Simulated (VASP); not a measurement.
CaPtC4N4, 10 atoms in the cell. The structure is cubic, space group P-43m (No. 215). The conventional cell has a = 6.101 Å, b = 6.101 Å, c = 6.101 Å, α = 90.00°, β = 90.00°, γ = 90.00°. Ca (site symmetry -43m) has 4 C at 2.11 Å within 2.8 Å. Pt (site symmetry -43m) has 4 N at 2.01 Å within 2.7 Å. C (site symmetry 3m) has 1 N at 1.17 Å within 1.6 Å. N (site symmetry 3m) has 1 C at 1.17 Å within 1.6 Å. 

```yaml
Program: VASP 6.6.1
Task: single point
Functional: PBE
Potentials_or_basis: VASP PAW PBE potentials, release 64 (Ca_sv, Pt_sv_GW, C, N)
Cutoff: 700 eV
k_mesh: 4 × 4 × 4
Occupations: gaussian, width 0.1 eV
Spin: no spin polarisation
Dipole_correction: no
Further_INCAR_settings: ALGO = Normal; EDIFF = 1e-06; NBANDS = 43
```

Potentials or basis: VASP PAW PBE potentials, release 64 (Ca_sv, Pt_sv_GW, C, N).

The run is started by

```sh
$ cat potpaw_PBE.64/Ca_sv/POTCAR potpaw_PBE.64/Pt_sv_GW/POTCAR potpaw_PBE.64/C/POTCAR potpaw_PBE.64/N/POTCAR > POTCAR
$ mpirun -np 1 vasp_std > vasp.out
```

Hardware: 1 thread of AMD EPYC 7R13 Processor (Zen 3), on a shared host.

Problem. Estimate the wall time of this run.

Solution. Run time: 3.2 min on 1 thread of AMD EPYC 7R13 Processor (Zen 3) (shared host), peak memory 0.47 GiB. Counts: scf iterations 19, k points 10.
